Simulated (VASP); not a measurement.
# AlN (I4/mmm) in VASP: notebook

Aim: see how the results for AlN move with the level of theory and the settings. Levels: PBE, r2SCAN. Tasks: single point.

Program: VASP 6.6.1. These are calculated values, not measurements. Logs are shortened: lines on timing, memory, paths and dates and some standing lists are left out, and cuts for length are marked.

**1. The cell of the first run**

The structure is tetragonal, space group I4/mmm (No. 139). Conventional cell: a = 2.855 Å, b = 2.855 Å, c = 3.984 Å, α = 90.00°, β = 90.00°, γ = 90.00°. Al (site symmetry 4/mmm) has 6 N at 1.99 to 2.02 Å within 2.6 Å. N (site symmetry 4/mmm) has 6 Al at 1.99 to 2.02 Å within 2.6 Å.

**2. Single point, PBE (uniaxial z strain -1.3%)**

Contents of INCAR:

```
SYSTEM = AlN
PREC = Accurate ; ENCUT = 520
EDIFF = 1E-6 ; ISMEAR = -1
SIGMA = 0.02 ; LREAL = .FALSE.
LASPH = .TRUE. ; NELM = 60
ALGO = Normal ; ISIF = 2
LWAVE = .FALSE. ; LCHARG = .FALSE.
GGA = PE ; NBANDS = 11
```

Contents of KPOINTS:

```
regular mesh
0
G
  10 10 10
  0 0 0
```

Contents of POSCAR:

```
AlN
1.0
    0.0000000000      2.0188684454      1.9920174951
    2.0188684454      0.0000000000      1.9920174951
    2.0188684454      2.0188684454      0.0000000000
Al N
1 1
Direct
    0.0000000000      0.0000000000      0.0000000000
    0.5000000000      0.5000000000      0.5000000000
```

Potentials or basis: VASP PAW PBE potentials, release 64 (Al, N).

Run with:

```bash
cat potpaw_PBE.64/Al/POTCAR potpaw_PBE.64/N/POTCAR > POTCAR
mpirun -np 1 vasp_std > vasp.out
```

OUTCAR:

```text
SYSTEM = AlN
   PREC = Accurate
   ENCUT = 520
   EDIFF = 1E-6
   ISMEAR = -1
   LREAL = .FALSE.
   LASPH = .TRUE.
   NELM = 60
   ISIF = 2
   GGA = PE

 ion  position               nearest neighbor table
   1  0.000  0.000  0.000-   2 1.99   2 1.99   2 2.02   2 2.02   2 2.02   2 2.02
   2  0.500  0.500  0.500-   1 1.99   1 1.99   1 2.02   1 2.02   1 2.02   1 2.02

  LATTYP: Found a body centered tetragonal cell.
 ALAT       =     2.8551111361
 C/A-ratio  =     1.3954045220

  Lattice vectors:

 A1 = (   0.0000000000,  -2.0188684454,  -1.9920174951)
 A2 = (   0.0000000000,   2.0188684454,  -1.9920174951)
 A3 = (   2.0188684454,   0.0000000000,   1.9920174951)

Analysis of symmetry for initial positions (statically):
=====================================================================
 Subroutine PRICEL returns:
 Original cell was already a primitive cell.

 Routine SETGRP: Setting up the symmetry group for a
 body centered tetragonal supercell.

 Subroutine GETGRP returns: Found 16 space group operations
 (whereof 16 operations were pure point group operations)
 out of a pool of 16 trial point group operations.

The static configuration has the point symmetry D_4h.

Analysis of symmetry for dynamics (positions and initial velocities):
=====================================================================
 Subroutine PRICEL returns:
 Original cell was already a primitive cell.

 Routine SETGRP: Setting up the symmetry group for a
 body centered tetragonal supercell.

 Subroutine GETGRP returns: Found 16 space group operations
 (whereof 16 operations were pure point group operations)
 out of a pool of 16 trial point group operations.

The dynamic configuration has the point symmetry D_4h.

 Subroutine INISYM returns: Found 16 space group operations
 (whereof 16 operations are pure point group operations),
 and found     1 'primitive' translations

----------------------------------------------------------------------------------------

                                     Primitive cell

  volume of cell :      16.2382

  direct lattice vectors                    reciprocal lattice vectors
     0.000000000  2.018868445  1.992017495    -0.247663488  0.247663488  0.251001812
     2.018868445  0.000000000  1.992017495     0.247663488 -0.247663488  0.251001812
     2.018868445  2.018868445  0.000000000     0.247663488  0.247663488 -0.251001812

  length of vectors
     2.836188199  2.836188199  2.855111136     0.430901747  0.430901747  0.430901747

  position of ions in fractional coordinates (direct lattice)
     0.000000000  0.000000000  0.000000000
     0.500000000  0.500000000  0.500000000

  ion indices of the primitive-cell ions
   primitive index   ion index
                 1           1
                 2           2

----------------------------------------------------------------------------------------

 KPOINTS: regular mesh

Automatic generation of k-mesh.
 Grid dimensions read from file:
 generate k-points for:   10   10   10

 Generating k-lattice:

  Cartesian coordinates                     Fractional coordinates (reciprocal lattice)
    -0.024766349  0.024766349  0.025100181     0.100000000 -0.000000000  0.000000000
     0.024766349 -0.024766349  0.025100181    -0.000000000  0.100000000  0.000000000
     0.024766349  0.024766349 -0.025100181     0.000000000  0.000000000  0.100000000

  Length of vectors
     0.043090175  0.043090175  0.043090175

  Shift w.r.t. Gamma in fractional coordinates (k-lattice)
     0.000000000  0.000000000  0.000000000

 Subroutine IBZKPT returns following result:
 ===========================================

 Found    102 irreducible k-points:

 Following reciprocal coordinates:
            Coordinates               Weight
  0.000000  0.000000  0.000000      1.000000
  0.100000 -0.000000  0.000000      8.000000
  0.200000 -0.000000  0.000000      8.000000
  0.300000 -0.000000  0.000000      8.000000
  0.400000 -0.000000  0.000000      8.000000
  0.500000  0.000000  0.000000      4.000000
[... 16 lines left out ...]
  0.300000  0.300000  0.000000      2.000000
  0.400000  0.300000  0.000000      8.000000
 [... further k-points ...]
   k-points           NKPTS =    102   k-points in BZ     NKDIM =    102   number of bands    NBANDS=     11
   number of dos      NEDOS =    301   number of ions     NIONS =      2
   total plane-waves  NPLWV =  13824
   dimension x,y,z NGX =    24 NGY =   24 NGZ =   24
   dimension x,y,z NGXF=    48 NGYF=   48 NGZF=   48
   ions per type =               1   1
   NGX,Y,Z   is equivalent  to a cutoff of  14.07, 14.07, 13.97 a.u.
   NGXF,Y,Z  is equivalent  to a cutoff of  28.14, 28.14, 27.95 a.u.
 SYSTEM =  AlN
   PREC   = accura    normal or accurate (medium, high low for compatibility)
   ISTART =      0    job   : 0-new  1-cont  2-samecut
   ICHARG =      2    charge: 1-file 2-atom 10-const
   ISPIN  =      1    spin polarized calculation?
   LNONCOLLINEAR =      F non collinear calculations
   LSORBIT =      F    spin-orbit coupling
   LASPH  =      T    aspherical Exc in radial PAW
   ENCUT  =  520.0 eV  38.22 Ry    6.18 a.u.   5.27  5.27  5.31*2*pi/ulx,y,z
   NELM   =     60;   NELMIN=  2; NELMDL= -5     # of ELM steps
   EDIFF  = 0.1E-05   stopping-criterion for ELM
   LREAL  =      F    real-space projection
   EDIFFG = 0.1E-04   stopping-criterion for IOM
   NSW    =      0    number of steps for IOM
   IBRION =     -1    ionic relax: 0-MD 1-quasi-New 2-CG
   NFREE  =      0    steps in history (QN), initial steepest desc. (CG)
   ISIF   =      2    stress and relaxation
   ISYM   =      2    0-nonsym 1-usesym 2-fastsym
   POTIM  = 0.5000    time-step for ionic-motion
   TEBEG  =    0.0;   TEEND  =   0.0 temperature during run
   PSTRESS=    0.0 pullay stress
   NELECT =       8.0000    total number of electrons
   NUPDOWN=      -1.0000    fix difference up-down
   EMIN   =  10.00;   EMAX   =-10.00  energy-range for DOS
   EFERMI =   0.00;   METHOD = LEGACY
   ISMEAR =    -1;   SIGMA  =   0.02  broadening in eV -4-tet -1-fermi 0-gaus
   EFERMI_NEDOS =   21; number of points for ismear=-14 and -15
   IALGO  =     38    algorithm
   IMIX   =      4    mixing-type and parameters
     AMIX     =   0.40;   BMIX     =  1.00
     AMIX_MAG =   1.60;   BMIX_MAG =  1.00
  volume/ion in A,a.u.               =       8.12        54.79
  Fermi-wavevector in a.u.,A,eV,Ry     =   1.292980  2.443378 22.746179  1.671797
  Thomas-Fermi vector in A             =   2.424654
   LORBIT       =      0    0 simple, 1 ext, 2 COOP (PROOUT), +10 PAW based schemes
   GGA     = PE    functional components
   LHFCALC =     F    Hartree Fock is set to
   AEXX    =    0.0000 exact exchange contribution
   IVDW    =     0    specifies the selected vdW correction
   LEPSILON=     F    determine dielectric tensor
   LRPA    =     F    only Hartree local field effects (RPA)
 non-spin polarized calculation
  energy-cutoff  :      520.00
  volume of cell :       16.24
 maximum number of plane-waves:       448
 NGX is ok and might be reduce to    24
   NGX = 11   NGY = 11   NGZ = 11

 number of electron       7.9999999 magnetization

 Free energy of the ion-electron system (eV)
  ---------------------------------------------------
  ext. energy  EPLUGINS =         0.00000000
  ---------------------------------------------------
  free energy    TOTEN  =       -14.52533012 eV

  energy without entropy =      -14.52533012  energy(sigma->0) =      -14.52533012

 E-fermi :  10.6974     XC(G=0): -12.3672

 val. band max:       10.2234848894   @ k =   0.0000   0.0000   0.0000
 cond. band min:      14.8852109095   @ k =   0.5000   0.5000   0.0000
 fundamental gap:      4.6617260202
 Fermi energy:        10.6973526188

 k-point     1 :       0.0000    0.0000    0.0000
  band No.  band energies     occupation
      1      -7.5213      2.00000
      2      10.1255      2.00000
      3      10.2235      2.00000
      4      10.2235      2.00000
      5      16.1217      0.00000
      6      22.3572      0.00000
      7      22.3572      0.00000
      8      22.5378      0.00000
      9      27.6062      0.00000
     10      27.8881      0.00000
     11      28.3385      0.00000

 k-point     2 :       0.1000   -0.0000    0.0000
  band No.  band energies     occupation
      1      -7.3127      2.00000
      2       9.1690      2.00000
      3      10.0417      2.00000
      4      10.0899      2.00000
      5      16.7361      0.00000
      6      21.5148      0.00000
      7      22.6598      0.00000
      8      22.7909      0.00000
      9      26.4021      0.00000
     10      26.7583      0.00000
     11      28.6870      0.00000

 k-point     3 :       0.2000   -0.0000    0.0000
  band No.  band energies     occupation
      1      -6.7056      2.00000
      2       7.0069      2.00000
      3       9.7510      2.00000
      4       9.7669      2.00000
      5      17.3278      0.00000
      6      21.0722      0.00000
      7      22.8195      0.00000
      8      23.0653      0.00000
      9      25.8956      0.00000
     10      26.0572      0.00000
     11      28.0595      0.00000

 k-point     4 :       0.3000   -0.0000    0.0000
  band No.  band energies     occupation
      1      -5.7733      2.00000
      2       4.6438      2.00000
      3       9.4105      2.00000
      4       9.4296      2.00000
      5      16.9977      0.00000
      6      22.0805      0.00000
      7      22.0998      0.00000
      8      22.4010      0.00000
      9      27.1752      0.00000
     10      27.4562      0.00000
     11      27.5036      0.00000
[... 239 lines left out ...]
 k-point    22 :      -0.2000    0.2000    0.0000
  band No.  band energies     occupation
      1      -5.4886      2.00000
      2       5.2787      2.00000
      3       7.1692      2.00000
      4       9.4674      2.00000
      5      19.0023      0.00000
      6      20.3329      0.00000
      7      21.2300      0.00000
      8      22.8181      0.00000
      9      25.2360      0.00000
     10      29.4712      0.00000
     11      31.3258      0.00000

 k-point    23 :       0.3000    0.3000    0.0000
  band No.  band energies     occupation
      1      -5.1829      2.00000
      2       5.3332      2.00000
      3       8.0902      2.00000
      4       8.0902      2.00000
      5      16.8272      0.00000
      6      17.2475      0.00000
      7      22.2752      0.00000
      8      25.9417      0.00000
      9      25.9417      0.00000
     10      30.7588      0.00000
     11      34.6206      0.00000

 k-point    24 :       0.4000    0.3000    0.0000
  band No.  band energies     occupation
      1      -4.4001      2.00000
      2       4.2768      2.00000
      3       7.3226      2.00000
      4       7.8190      2.00000
      5      16.3997      0.00000
      6      17.1169      0.00000
      7      22.6954      0.00000
      8      25.9093      0.00000
      9      26.7223      0.00000
     10      32.1408      0.00000
     11      35.3221      0.00000

 [... further k-points ...]
[... 5 lines left out ...]
  --------------------------------------------------------------------------------------
  -------------------------------------------------------------------------------------
  Total        0.8667921      0.8667921      1.3105187      0.0000000      0.0000000      0.0000000
  in kB       85.5236768     85.5236768    129.3047968      0.0000000      0.0000000      0.0000000
  external PRESSURE =     100.1173835 kB  Pullay stress =       0.0000000 kB

 VOLUME and BASIS-vectors are now :
 -----------------------------------------------------------------------------
  energy-cutoff  :      520.00
  volume of cell :       16.24
      direct lattice vectors                 reciprocal lattice vectors
     0.000000000  2.018868445  1.992017495    -0.247663488  0.247663488  0.251001812
     2.018868445  0.000000000  1.992017495     0.247663488 -0.247663488  0.251001812
     2.018868445  2.018868445  0.000000000     0.247663488  0.247663488 -0.251001812

 POSITION                                       TOTAL-FORCE (eV/Angst)
 -----------------------------------------------------------------------------------
      0.00000      0.00000      0.00000        -0.000000     -0.000000      0.000000
      2.01887      2.01887      1.99202         0.000000      0.000000     -0.000000
 -----------------------------------------------------------------------------------
    total drift:                               -0.000000     -0.000000      0.000000

  FREE ENERGIE OF THE ION-ELECTRON SYSTEM (eV)
  ---------------------------------------------------
  free  energy   TOTEN  =       -14.5253301154 eV

  energy  without entropy=      -14.5253301154  energy(sigma->0) =      -14.52533012
```

Run time: 22 s. Hardware: 1 thread of Intel Xeon 8259CL, shared host; peak memory 0.14 GiB.

What came out:

| Quantity | Value |
| --- | --- |
| Free energy | -14.5253 eV |
| Pressure | 10.0 GPa |
| Band gap on the k mesh | 4.66 eV, indirect (least direct gap 5.90 eV) |

Caveat: the cell differs from its parent crystal (uniaxial z strain -1.3%).

[end of part 1 of 2]
